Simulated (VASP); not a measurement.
Input of a VASP 6.6.1 run:

Contents of POSCAR:

```
Hg
1.0
   -1.8815697170      1.8815697170      1.8815697170
    1.8815697170     -1.8815697170      1.8815697170
    1.8815697170      1.8815697170     -1.8815697170
Hg
1
Direct
    0.0000000000      0.0000000000      0.0000000000
```

INCAR.step1

```
ALGO = Normal
EDIFF = 1E-5
ENCUT = 550
GGA = PE
GGA_COMPAT = False
ISMEAR = -1
LASPH = True
LCHARG = False
LREAL = False
LWAVE = True
NBANDS = 12
NELM = 120
PREC = Accurate
SIGMA = 0.1
```

Contents of INCAR.step2:

```
ALGO = Normal
EDIFF = 1E-6
ENCUT = 550
GGA_COMPAT = False
ISIF = 2
ISMEAR = -1
ISTART = 1
LASPH = True
LCHARG = False
LMIXTAU = True
LREAL = False
LWAVE = False
METAGGA = R2SCAN
NBANDS = 12
NELM = 120
PREC = Accurate
SIGMA = 0.1
```

KPOINTS

```
k-points
0
Gamma
  13 13 13
```

Potentials or basis: VASP PAW PBE potentials, release 64 (Hg).

Run with:

```bash
$ cat potpaw_PBE.64/Hg/POTCAR > POTCAR
$ cp INCAR.step1 INCAR
$ mpirun -np 1 vasp_std > vasp.out
$ cp INCAR.step2 INCAR
$ mpirun -np 1 vasp_std > vasp.out
```

Problem. Predict the band gap on the k mesh.

Solution. Zero (bands 6 and 7 overlap by 2.29 eV).

Problem. Predict the pressure.

Solution. 0.3 GPa.

Caveat: the PAW data sets were made with another functional, which shifts forces and pressure a little; spin-orbit coupling is left out, which moves the levels of the heavy elements.
